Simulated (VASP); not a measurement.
A run of VASP 6.6.1 is set up as follows.

INCAR

```
SYSTEM = Ag
  PREC = Accurate
  ENCUT = 520
  EDIFF = 1E-7
  ISMEAR = -1
  SIGMA = 0.08
  LREAL = .False.
  LASPH = .True.
  NELM = 100
  ALGO = Normal
  ISIF = 2
  LWAVE = .False.
  LCHARG = .True.
  GGA = PE
  LELF = .True.
  LVHAR = .True.
  NBANDS = 12
```

The input KPOINTS:

```
Automatic mesh
0
Gamma
  16 16 16
  0 0 0
```

The input POSCAR:

```
Ag
1.0
    2.4192072676      0.0000000000      0.0000000000
    0.0000000000      2.4192072676      0.0000000000
    0.0000000000      0.0000000000      2.4192072676
Ag
1
Direct
    0.0000000000      0.0000000000      0.0000000000
```

Potentials or basis: VASP PAW PBE potentials, release 64 (Ag).

Run with:

```sh
$ cat potpaw_PBE.64/Ag/POTCAR > POTCAR
$ mpirun -np 1 vasp_std > vasp.out
```

**Question.** What does it give for the pressure?

**Answer.** 75.4 GPa.
